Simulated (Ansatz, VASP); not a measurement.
One calculation of SiO2, two programs

```xyz
9
Lattice="5.3091 0.0000 0.0000 -2.6545 4.5978 0.0000 0.0000 0.0000 6.0315" Properties=species:S:1:pos:R:3 pbc="T T T"
Si    2.6545    0.0000    0.0000
Si    1.3273    2.2989    2.0105
Si   -1.3273    2.2989    4.0210
O     1.6561    0.9562    1.0052
O     0.0000    1.9124    3.0157
O     3.6529    0.9562    5.0262
O     0.9984    3.6416    1.0052
O     2.6545    2.6855    3.0157
O    -0.9984    3.6416    5.0262
```

Change from the starting cell: strain +0.040 along x and y, +0.080 along z, atoms carried along.

Alike in both runs: task single point; functional PBE; k mesh 6 × 6 × 4; occupations gaussian, width 0.05 eV; no spin polarisation.

```csv
,VASP,Ansatz
version,VASP 6.6.1,Ansatz 0.2.0
potentials or method,"VASP PAW PBE potentials, release 64 (Si, O), cutoff 520 eV","scalar-relativistic, plane waves, PAW"
valence electrons in the cell,48,48
```

VASP gave:

| Quantity | Value |
| --- | --- |
| gap on the k mesh at the Fermi level (eV) | 4.11 |
| least direct gap on the mesh (eV) | 4.21 |
| pressure (GPa) | -19.7 |
| traceless stress, the component that is largest in VASP (GPa) | -2.39 |
| rms of the force components (eV/Å) | 0.396 |

Task: What did Ansatz give for the same quantities?

Result: gap on the k mesh at the Fermi level (eV): 4.12; least direct gap on the mesh (eV): 4.22; pressure (GPa): -19.6; traceless stress, the component that is largest in VASP (GPa): -2.42; rms of the force components (eV/Å): 0.391.

Atom by atom the forces differ by 0.005 eV/Å (rms over components).
